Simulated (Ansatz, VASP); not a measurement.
**TiPbO3 in VASP and in Ansatz**

```
Ti Pb O
1.0
     3.96390    0.00000    0.00000
     0.00000    3.96390    0.00000
     0.00000    0.00000    3.96390
Ti Pb O
1 1 3
Cartesian
  1.9820 1.9820 1.9820
  0.0000 0.0000 0.0000
  0.0000 1.9820 1.9820
  1.9820 0.0000 1.9820
  1.9820 1.9820 0.0000
```

Alike in both runs: task single point; functional pbe exchange, lda correlation; k mesh 3 × 3 × 3; no spin polarisation.

|  | VASP | Ansatz |
| --- | --- | --- |
| version | VASP 6.6.1 | Ansatz 0.2.0 |
| potentials or method | VASP PAW PBE potentials, release 64 (Ti_sv, Pb_d, O), cutoff 600 eV | plane waves, PAW |
| occupations | gaussian, width 0.01 eV | fixed |
| valence electrons in the cell | 44 | 44 |

```csv
,VASP,Ansatz,Ansatz less VASP
pressure (GPa),10.4,10.2,-0.22
```

VASP's potentials were made for PBE, not for pbe exchange, lda correlation. Ansatz's warnings: stress scf threshold loose.

The k mesh is coarse, so the values compare programs but aren't converged. Neither program's run includes spin-orbit coupling.
